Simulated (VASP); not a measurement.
# Mg (P2_1/m) in VASP: notebook, part 2 of 3

VASP 6.6.1.

**3. Single point, PBEsol (atom 1 (Mg) moved by (+0.300, +0.000) A along [1 1 0] and z)**

File INCAR:

```
SYSTEM = Mg
PREC = Accurate
ENCUT = 520
EDIFF = 1E-6
ISMEAR = 0
SIGMA = 0.15
LREAL = .False.
LASPH = .True.
NELM = 60
ALGO = Fast
ISIF = 2
LWAVE = .False.
LCHARG = .False.
GGA = PS
NBANDS = 9
```

File KPOINTS:

```
Automatic mesh
0
Gamma
  18 18 10
  0 0 0
```

File POSCAR:

```
Mg
1.0
    3.2092715325      0.0000000000      0.0000000000
   -1.6046357662      2.7793106748      0.0000000000
    0.0000000000      0.0000000000      5.2103300000
Mg
2
Direct
    0.4375957861      0.7429920794      0.2500000000
    0.6666666667      0.3333333333      0.7500000000
```

Potentials or basis: VASP PAW PBE potentials, release 64 (Mg).

Started as:

```sh
$ cat potpaw_PBE.64/Mg/POTCAR > POTCAR
$ mpirun -np 1 vasp_std > vasp.out
```

OUTCAR:

```text
SYSTEM = Mg
   PREC = Accurate
   ENCUT = 520
   EDIFF = 1E-6
   ISMEAR = 0
   LREAL = .False.
   LASPH = .True.
   NELM = 60
   ISIF = 2
   GGA = PS

 ion  position               nearest neighbor table
   1  0.438  0.743  0.250-   2 3.09   2 3.09   2 3.17   2 3.17   2 3.37   2 3.37
   2  0.667  0.333  0.750-   1 3.09   1 3.09   1 3.17   1 3.17   1 3.37   1 3.37

  LATTYP: Found a hexagonal cell.
 ALAT       =     3.2092715325
 C/A-ratio  =     1.6235242008

  Lattice vectors:

 A1 = (   3.2092715325,   0.0000000000,   0.0000000000)
 A2 = (  -1.6046357662,   2.7793106748,   0.0000000000)
 A3 = (   0.0000000000,   0.0000000000,   5.2103300000)

Analysis of symmetry for initial positions (statically):
=====================================================================
 Subroutine PRICEL returns:
 Original cell was already a primitive cell.

 Routine SETGRP: Setting up the symmetry group for a
 hexagonal supercell.

 Subroutine GETGRP returns: Found  4 space group operations
 (whereof  1 operations were pure point group operations)
 out of a pool of 24 trial point group operations.

The static configuration has the point symmetry C_1 .
 The point group associated with its full space group is C_2h.

Analysis of symmetry for dynamics (positions and initial velocities):
=====================================================================
 Subroutine PRICEL returns:
 Original cell was already a primitive cell.

 Routine SETGRP: Setting up the symmetry group for a
 hexagonal supercell.

 Subroutine GETGRP returns: Found  4 space group operations
 (whereof  1 operations were pure point group operations)
 out of a pool of 24 trial point group operations.

The dynamic configuration has the point symmetry C_1 .
 The point group associated with its full space group is C_2h.

 Subroutine INISYM returns: Found  4 space group operations
 (whereof  1 operations are pure point group operations),
 and found     1 'primitive' translations

----------------------------------------------------------------------------------------

                                     Primitive cell
[... 114 lines left out ...]
  Thomas-Fermi vector in A             =   1.812869
   LORBIT       =      0    0 simple, 1 ext, 2 COOP (PROOUT), +10 PAW based schemes
   GGA     = PS    functional components
   LHFCALC =     F    Hartree Fock is set to
   AEXX    =    0.0000 exact exchange contribution
   IVDW    =     0    specifies the selected vdW correction
   LEPSILON=     F    determine dielectric tensor
   LRPA    =     F    only Hartree local field effects (RPA)
 non-spin polarized calculation
 RMM-DIIS sequential band-by-band and
 Gauss-broadening in eV      SIGMA  =   0.15
  energy-cutoff  :      520.00
  volume of cell :       46.47
 maximum number of plane-waves:      1276
   NGX = 11   NGY = 11   NGZ = 19

 number of electron       4.0000000 magnetization

 Free energy of the ion-electron system (eV)
  ---------------------------------------------------
  ext. energy  EPLUGINS =         0.00000000
  ---------------------------------------------------
  free energy    TOTEN  =        -3.42130425 eV

  energy without entropy =       -3.41119278  energy(sigma->0) =       -3.41624852

 E-fermi :   2.5220     XC(G=0):  -8.4951

 val. band max:        2.5188301375   @ k =   0.5000   0.2778   0.2000
 cond. band min:       2.5254102409   @ k =   0.4444   0.1111   0.4000
 fundamental gap:      0.0065801034
 Fermi energy:         2.5219896998

 k-point     1 :       0.0000    0.0000    0.0000
  band No.  band energies     occupation
      1      -4.3478      2.00000
      2       0.8601      2.00000
      3       1.2927      2.00000
      4      13.3169      0.00000
      5      13.3691      0.00000
      6      13.4831      0.00000
      7      13.5091      0.00000
      8      14.4375      0.00000
      9      15.5529      0.00000
[... 265 lines left out ...]
 k-point    24 :       0.0000    0.4444    0.0000
  band No.  band energies     occupation
      1      -0.5681      2.00000
      2       1.4650      2.00000
      3       4.3941      0.00000
      4       5.1365      0.00000
      5       6.3960      0.00000
      6       7.0057      0.00000
      7       9.4203      0.00000
      8      10.5337      0.00000
      9      13.8249      0.00000

 [... further k-points ...]
[... 5 lines left out ...]
  --------------------------------------------------------------------------------------
  -------------------------------------------------------------------------------------
  Total       -0.4805597     -0.1862636     -0.2041014     -0.1633265      0.0000000      0.0000000
  in kB      -16.5672006     -6.4214021     -7.0363542     -5.6306505      0.0000000      0.0000000
  external PRESSURE =     -10.0083189 kB  Pullay stress =       0.0000000 kB

 VOLUME and BASIS-vectors are now :
 -----------------------------------------------------------------------------
  energy-cutoff  :      520.00
  volume of cell :       46.47
      direct lattice vectors                 reciprocal lattice vectors
     3.209271532  0.000000000  0.000000000     0.311597193  0.179900723  0.000000000
    -1.604635766  2.779310675  0.000000000     0.000000000  0.359801446  0.000000000
     0.000000000  0.000000000  5.210330000     0.000000000  0.000000000  0.191926423

 POSITION                                       TOTAL-FORCE (eV/Angst)
 -----------------------------------------------------------------------------------
      0.21213      2.06501      1.30258        -0.075039     -0.136419      0.000000
      1.60464      0.92644      3.90775         0.075039      0.136419      0.000000
 -----------------------------------------------------------------------------------
    total drift:                               -0.000000      0.000000      0.000000

  FREE ENERGIE OF THE ION-ELECTRON SYSTEM (eV)
  ---------------------------------------------------
  free  energy   TOTEN  =        -3.4213042483 eV

  energy  without entropy=       -3.4111927830  energy(sigma->0) =       -3.41624852
```

OSZICAR:

```text
N       E                     dE             d eps       ncg     rms          rms(c)
DAV:   1    -0.753696053127E+00   -0.75370E+00   -0.13082E+03 17720   0.315E+02
DAV:   2    -0.340218831199E+01   -0.26485E+01   -0.25667E+01 23705   0.270E+01
DAV:   3    -0.344147571944E+01   -0.39287E-01   -0.38858E-01 22643   0.272E+00
DAV:   4    -0.344159634626E+01   -0.12063E-03   -0.12061E-03 22738   0.148E-01
DAV:   5    -0.344159688313E+01   -0.53687E-06   -0.53692E-06 21819   0.954E-03    0.964E-01
RMM:   6    -0.343098825157E+01    0.10609E-01   -0.55111E-04 17995   0.162E-01    0.614E-01
RMM:   7    -0.342128998885E+01    0.96983E-02   -0.24414E-03 18413   0.322E-01    0.315E-02
RMM:   8    -0.342130408590E+01   -0.14097E-04   -0.94912E-05 19404   0.708E-02    0.654E-03
RMM:   9    -0.342130424827E+01   -0.16236E-06   -0.65085E-06 20376   0.171E-02
   1 F= -.34213042E+01 E0= -.34162485E+01  d E =-.101115E-01
```

It took 2.3 min on 1 thread of Intel Xeon Platinum 8259CL at 2.50GHz (Skylake/Cascade Lake), shared host; peak memory 0.48 GiB.

What came out:

- Free energy: -3.4213 eV
- Pressure: -1.0 GPa
- Largest force: 0.156 eV/Å
- Band gap on the k mesh: zero (bands 2 and 3 overlap by 2.22 eV)

Forces in eV/Å, atoms in the order of the input:
```
Mg  -0.075 -0.136  0.000
Mg   0.075  0.136  0.000
```

Stress tensor (GPa, compression positive):
```
-1.66 -0.56  0.00
-0.56 -0.64  0.00
 0.00  0.00 -0.70
```

Levels at points of the mesh, in eV from the Fermi level:
```
           k point  band 1  band 2  band 3  band 4  band 5
(0.00, 0.00, 0.00)   -6.87   -1.66   -1.23   10.79   10.85
(0.50, 0.00, 0.00)   -2.11   -2.11    2.53    3.05    3.16
(0.00, 0.50, 0.00)   -2.12   -2.11    2.74    2.90    3.41
(0.50, 0.50, 0.00)   -2.12   -2.11    2.67    2.98    3.30
(0.00, 0.00, 0.50)   -5.49   -5.49    4.99    4.99   11.59
(0.50, 0.00, 0.50)   -1.01   -1.01   -0.53   -0.53    7.95
(0.00, 0.50, 0.50)   -1.11   -1.11   -0.40   -0.40    7.85
(0.50, 0.50, 0.50)   -1.09   -1.09   -0.42   -0.42    7.83
```

Caveat: the cell differs from its parent crystal (atom 1 (Mg) moved by (+0.300, +0.000) A along [1 1 0] and z); the PAW data sets were made with another functional, which shifts forces and pressure a little.

**4. Single point, PBEsol (atom 1 (Mg) moved by (-0.150, +0.000) A along [1 1 0] and z)**

File INCAR:

```
PREC = Accurate
ENCUT = 520
EDIFF = 1E-6
ISMEAR = 0
SIGMA = 0.15
LREAL = False
LASPH = True
NELM = 60
ALGO = Fast
ISIF = 2
LWAVE = False
LCHARG = False
GGA = PS
NBANDS = 9
```

File KPOINTS:

```
regular mesh
0
Gamma
  18 18 10
```

Edit POSCAR of step 3 so:

```diff
@@ -8,3 +8,3 @@
 Direct
-    0.4375957861      0.7429920794      0.2500000000
+    0.2812021070      0.6285039603      0.2500000000
     0.6666666667      0.3333333333      0.7500000000
```

Potentials or basis: VASP PAW PBE potentials, release 64 (Mg).

Started as:

```sh
$ cat potpaw_PBE.64/Mg/POTCAR > POTCAR
$ mpirun -np 1 vasp_std > vasp.out
```

OUTCAR:

```text
PREC = Accurate
   ENCUT = 520
   EDIFF = 1E-6
   ISMEAR = 0
   LREAL = False
   LASPH = True
   NELM = 60
   ISIF = 2
   GGA = PS

 ion  position               nearest neighbor table
   1  0.281  0.629  0.250-   2 3.12   2 3.12   2 3.22   2 3.22   2 3.26   2 3.26
   2  0.667  0.333  0.750-   1 3.12   1 3.12   1 3.22   1 3.22   1 3.26   1 3.26

  LATTYP: Found a hexagonal cell.
 ALAT       =     3.2092715325
 C/A-ratio  =     1.6235242008

  Lattice vectors:

 A1 = (   3.2092715325,   0.0000000000,   0.0000000000)
 A2 = (  -1.6046357662,   2.7793106748,   0.0000000000)
 A3 = (   0.0000000000,   0.0000000000,   5.2103300000)

Analysis of symmetry for initial positions (statically):
=====================================================================
 Subroutine PRICEL returns:
 Original cell was already a primitive cell.

 Routine SETGRP: Setting up the symmetry group for a
 hexagonal supercell.

 Subroutine GETGRP returns: Found  4 space group operations
 (whereof  1 operations were pure point group operations)
 out of a pool of 24 trial point group operations.

The static configuration has the point symmetry C_1 .
[... 163 lines left out ...]

 E-fermi :   2.5221     XC(G=0):  -8.4955

 val. band max:        2.5191168881   @ k =   0.2778   0.3333  -0.4000
 cond. band min:       2.5223213920   @ k =  -0.2778   0.5000  -0.2000
 fundamental gap:      0.0032045039
 Fermi energy:         2.5220957071

 k-point     1 :       0.0000    0.0000    0.0000
  band No.  band energies     occupation
      1      -4.3475      2.00000
      2       0.8625      2.00000
      3       1.2917      2.00000
      4      13.3871      0.00000
      5      13.4028      0.00000
      6      13.4414      0.00000
      7      13.4721      0.00000
      8      14.3237      0.00000
      9      15.7775      0.00000
[... 265 lines left out ...]
 k-point    24 :       0.0000    0.4444    0.0000
  band No.  band energies     occupation
      1      -0.5652      2.00000
      2       1.4811      2.00000
      3       4.3855      0.00000
      4       5.0385      0.00000
      5       6.4449      0.00000
      6       6.9696      0.00000
      7       9.3894      0.00000
      8      10.8747      0.00000
      9      13.7333      0.00000

 [... further k-points ...]
[... 5 lines left out ...]
  --------------------------------------------------------------------------------------
  -------------------------------------------------------------------------------------
  Total       -0.2508833     -0.4041650     -0.3103996      0.0726957      0.0000000      0.0000000
  in kB       -8.6491528    -13.9335075    -10.7009641      2.5061708      0.0000000      0.0000000
  external PRESSURE =     -11.0945415 kB  Pullay stress =       0.0000000 kB

 VOLUME and BASIS-vectors are now :
 -----------------------------------------------------------------------------
  energy-cutoff  :      520.00
  volume of cell :       46.47
      direct lattice vectors                 reciprocal lattice vectors
     3.209271532  0.000000000  0.000000000     0.311597193  0.179900723  0.000000000
    -1.604635766  2.779310675  0.000000000     0.000000000  0.359801446  0.000000000
     0.000000000  0.000000000  5.210330000     0.000000000  0.000000000  0.191926423

 POSITION                                       TOTAL-FORCE (eV/Angst)
 -----------------------------------------------------------------------------------
     -0.10607      1.74681      1.30258         0.086189      0.070507     -0.000000
      1.60464      0.92644      3.90775        -0.086189     -0.070507      0.000000
 -----------------------------------------------------------------------------------
    total drift:                               -0.000000     -0.000000     -0.000000

  FREE ENERGIE OF THE ION-ELECTRON SYSTEM (eV)
  ---------------------------------------------------
  free  energy   TOTEN  =        -3.4384532067 eV

  energy  without entropy=       -3.4283225050  energy(sigma->0) =       -3.43338786
```

stdout:

```text
POSCAR found type information on POSCAR Mg
 POSCAR found :  1 types and       2 ions
 scaLAPACK will be used
 -----------------------------------------------------------------------------
|                                                                             |
|                                                                             |
|     You enforced a specific xc type in the INCAR file but a different       |
|     I HOPE YOU KNOW WHAT YOU ARE DOING!                                     |
|                                                                             |
 -----------------------------------------------------------------------------

 LDA part: xc-table for (Slater+PW92), standard interpolation
 POSCAR, INCAR and KPOINTS ok, starting setup
 FFT: planning ... GRIDC
 FFT: planning ... GRID_SOFT
 FFT: planning ... GRID
 WAVECAR not read
 entering main loop
```

Run time: 2.3 min. Hardware: 1 thread of Intel Xeon Platinum 8259CL at 2.50GHz (Skylake/Cascade Lake), shared host; peak memory 0.48 GiB.

What came out:

| Item | Value |
| --- | --- |
| Free energy | -3.4385 eV |
| Pressure | -1.1 GPa |
| Largest force | 0.111 eV/Å |
| Band gap on the k mesh | zero (bands 2 and 3 overlap by 2.22 eV) |

Forces on the atoms (eV/Å):
```
Mg   0.086  0.071  0.000
Mg  -0.086 -0.071  0.000
```

Stress tensor (GPa, compression positive):
```
-0.86  0.25  0.00
 0.25 -1.39  0.00
 0.00  0.00 -1.07
```

Levels at points of the mesh, in eV from the Fermi level:
```tsv
k point	band 1	band 2	band 3	band 4	band 5
(0.00, 0.00, 0.00)	-6.87	-1.66	-1.23	10.87	10.88
(0.50, 0.00, 0.00)	-2.12	-2.11	2.71	2.93	3.36
(0.00, 0.50, 0.00)	-2.11	-2.11	2.60	3.07	3.17
(0.50, 0.50, 0.00)	-2.11	-2.11	2.63	3.04	3.22
(0.00, 0.00, 0.50)	-5.49	-5.49	5.00	5.00	11.58
(0.50, 0.00, 0.50)	-1.10	-1.10	-0.41	-0.41	7.93
(0.00, 0.50, 0.50)	-1.06	-1.06	-0.47	-0.47	7.94
(0.50, 0.50, 0.50)	-1.07	-1.07	-0.45	-0.45	7.92
```

Caveat: the cell differs from its parent crystal (atom 1 (Mg) moved by (-0.150, +0.000) A along [1 1 0] and z); the PAW data sets were made with another functional, which shifts forces and pressure a little.

(Continued in part 3 of 3.)
